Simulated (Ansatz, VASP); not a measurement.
Two plane-wave programs on Al

File POSCAR:

```
Al
1.0
    0.0000000000      1.9966927595      1.9966927595
    1.9966927595      0.0000000000      1.9966927595
    1.9966927595      1.9966927595      0.0000000000
Al
1
Direct
    0.0000000000      0.0000000000      0.0000000000
```

File INCAR.step1:

```
SYSTEM = Al
PREC = Accurate ; ENCUT = 520
ISMEAR = 0 ; SIGMA = 0.3
LREAL = .False. ; LASPH = .True.
NELM = 60 ; NBANDS = 8
GGA = PE ; ALGO = Normal
EDIFF = 1E-4 ; LWAVE = .True.
LCHARG = .False.
```

INCAR.step2

```
SYSTEM = Al
PREC = Accurate ; ENCUT = 520
EDIFF = 1E-7 ; ISMEAR = 0
SIGMA = 0.3 ; LREAL = .False.
LASPH = .True. ; NELM = 60
ALGO = Normal ; ISIF = 2
LWAVE = .False. ; LCHARG = .True.
METAGGA = R2SCAN ; LMIXTAU = .True.
LELF = .True. ; LVHAR = .True.
NBANDS = 8 ; ISTART = 1
```

File KPOINTS:

```
Automatic mesh
0
Gamma
  14 14 14
  0 0 0
```

Input for Ansatz:

```yaml
crystal:
  lattice:
    - [0.0, 1.9966927595, 1.9966927595]
    - [1.9966927595, 0.0, 1.9966927595]
    - [1.9966927595, 1.9966927595, 0.0]
  atoms:
    - { symbol: Al, position: [0.0, 0.0, 0.0] }
hamiltonian:
  xc: r2scan
  pseudopotentials:
    kind: paw
    azcp:
      Al: "pseudopotentials/Al.paw.azcp"
basis:
  ecutwfc: 500
  fft_grid_basis: typed
kpoints:
  mp_grid: { grid: [14, 14, 14], shift: [0, 0, 0] }
magnetization:
  spin_polarized: false
scf:
  occupations: { method: gaussian, width: 0.3 }
  lower_state_search: "off"
output:
  stress: true
```

Alike in both runs: task single point; functional r2SCAN; k mesh 14 × 14 × 14; occupations gaussian, width 0.3 eV; no spin polarisation.

```csv
,VASP,Ansatz
version,VASP 6.6.1,Ansatz 0.2.0
potentials or method,"VASP PAW PBE potentials, release 64 (Al), cutoff 520 eV","plane waves (500 eV) with PAW, scalar-relativistic"
valence electrons in the cell,3,3
```

```tsv
	VASP	Ansatz	Ansatz less VASP
pressure (GPa)	-0.5	-0.1	+0.33
```

VASP's potentials were made for PBE, not for r2SCAN.
